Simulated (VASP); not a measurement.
Wanted: the native input for a VASP 6.6.1 run.

```
Task                   : single point
Functional             : LDA
Potentials or basis    : VASP PAW LDA potentials, release 64 (Pb_d, Cs_sv, Br)
Cutoff                 : 520 eV
k mesh                 : 5 × 5 × 5
Occupations            : fermi-dirac, width 0.05 eV
Spin                   : no spin polarisation
Dipole correction      : no
Further INCAR settings : ALGO = Normal; EDIFF = 1e-06; NBANDS = 30
```

The structure of CsPbBr3 lies in POSCAR:

```
CsPbBr3
1.0
    5.8700000000      0.0000000000      0.0000000000
    0.0000000000      5.8700000000      0.0000000000
    0.0000000000      0.0000000000      5.8700000000
Pb Cs Br
1 1 3
Direct
    0.5000000000      0.5000000000      0.5000000000
    0.0000000000      0.0000000000      0.0000000000
    0.5000000000      0.5000000000      0.0000000000
    0.5000000000      0.0000000000      0.5000000000
    0.0000000000      0.5000000000      0.5000000000
```

One way to write it, as run:

INCAR

```
PREC     = Accurate       # precision mode
ENCUT    = 520            # plane-wave cutoff, eV
EDIFF    = 1E-6           # SCF threshold, eV
ISMEAR   = -1             # smearing method
SIGMA    = 0.05           # smearing width, eV
LREAL    = False          # projectors in reciprocal space
LASPH    = True           # aspherical terms in the spheres
NELM     = 100            # most SCF steps
ALGO     = Normal         # electronic algorithm
ISIF     = 2              # what is computed and relaxed
LWAVE    = False          # write WAVECAR
LCHARG   = False          # write CHGCAR
GGA      = CA             # functional
NBANDS   = 30             # bands
```

KPOINTS

```
Automatic mesh
0
Gamma
  5 5 5
```

Potentials or basis: VASP PAW LDA potentials, release 64 (Pb_d, Cs_sv, Br).

The run is started by

```bash
$ cat potpaw_LDA.64/Pb_d/POTCAR potpaw_LDA.64/Cs_sv/POTCAR potpaw_LDA.64/Br/POTCAR > POTCAR
$ mpirun -np 1 vasp_std > vasp.out
```

Results of the run:

```
Pressure               : -1.2 GPa
Band gap on the k mesh : 2.52 eV, direct
```

Caveat: spin-orbit coupling is left out, which moves the levels of the heavy elements.

Run time: 32 s on 1 thread of Intel(R) Xeon(R) 6975P-C (Granite Rapids), on a shared host, peak memory 0.28 GiB.
